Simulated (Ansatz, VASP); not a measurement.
**Two plane-wave programs on PtS2**

INCAR

```
  PREC = Accurate
  ENCUT = 520
  EDIFF = 1E-7
  ISMEAR = 0
  SIGMA = 0.05
  LREAL = False
  LASPH = True
  NELM = 100
  ALGO = Normal
  ISIF = 2
  LWAVE = False
  LCHARG = True
  LDIPOL = True
  IDIPOL = 3
  DIPOL = 0.5 0.5 0.394
  GGA = PE
  IVDW = 12
  LELF = True
  LVHAR = True
  LVACPOTAV = True
  NBANDS = 31
```

Contents of KPOINTS:

```
regular mesh
0
Gamma
  9 9 1
```

POSCAR

```
PtS2
1.0
    3.5415278079      0.0000000000      0.0000000000
   -1.7707639039      3.0670530498      0.0000000000
    0.0000000000      0.0000000000     22.4670615492
S Pt
4 2
Direct
    0.6666666667      0.3333333333      0.2002932155
    0.3333333333      0.6666666667      0.3108341854
    0.6666666667      0.6666666667      0.4773001022
    0.3333333333      1.0000000000      0.5878410722
    0.0000000000      0.0000000000      0.2555637004
    0.0000000000      0.3333333333      0.5325705872
```

Input for Ansatz:

```yaml
crystal:
  lattice:
    - [3.5415278079, 0.0, 0.0]
    - [-1.7707639039, 3.0670530498, 0.0]
    - [0.0, 0.0, 22.4670615492]
  atoms:
    - { symbol: S, position: [0.6666666667, 0.3333333333, 0.2002932155] }
    - { symbol: Pt, position: [0.0, 0.0, 0.2555637004] }
    - { symbol: S, position: [0.3333333333, 0.6666666667, 0.3108341854] }
    - { symbol: S, position: [0.6666666667, 0.6666666667, 0.4773001022] }
    - { symbol: Pt, position: [0.0, 0.3333333333, 0.5325705872] }
    - { symbol: S, position: [0.3333333333, 1.0, 0.5878410722] }
basis:
  ecutwfc: 420
kpoints:
  mp_grid: { grid: [9, 9, 1] }
hamiltonian:
  xc: pbe
  pseudopotentials: { kind: paw, azcp: { folder: soft_1 } }
  dispersion: d3bj
scf:
  occupations: { method: gaussian, width: 0.05 }
output:
  forces: true
  eigenvalues: true
efield:
  axis: 3
  dipole_correction: true
  ramp_width: 0.04
```

Alike in both runs: task single point; functional PBE; dispersion D3(BJ); k mesh 9 × 9 × 1; occupations gaussian, width 0.05 eV; no spin polarisation.

|  | VASP | Ansatz |
| --- | --- | --- |
| version | VASP 6.6.1 | Ansatz 0.2.0 |
| potentials or method | VASP PAW PBE potentials, release 64 (S, Pt), cutoff 520 eV | scalar-relativistic, plane waves, PAW |
| valence electrons in the cell | 44 | 60 |

```tsv
	VASP	Ansatz	Ansatz less VASP
gap on the k mesh at the Fermi level (eV)	1.56	1.55	-0.005
least direct gap on the mesh (eV)	1.64	1.64	-0.006
rms of the force components (eV/Å)	0.024	0.025	+0.0018
```

VASP's potentials hold 44 valence electrons a cell and Ansatz's 60, so a difference there can come from the potentials and not from the codes.

Spin-orbit coupling is off throughout.
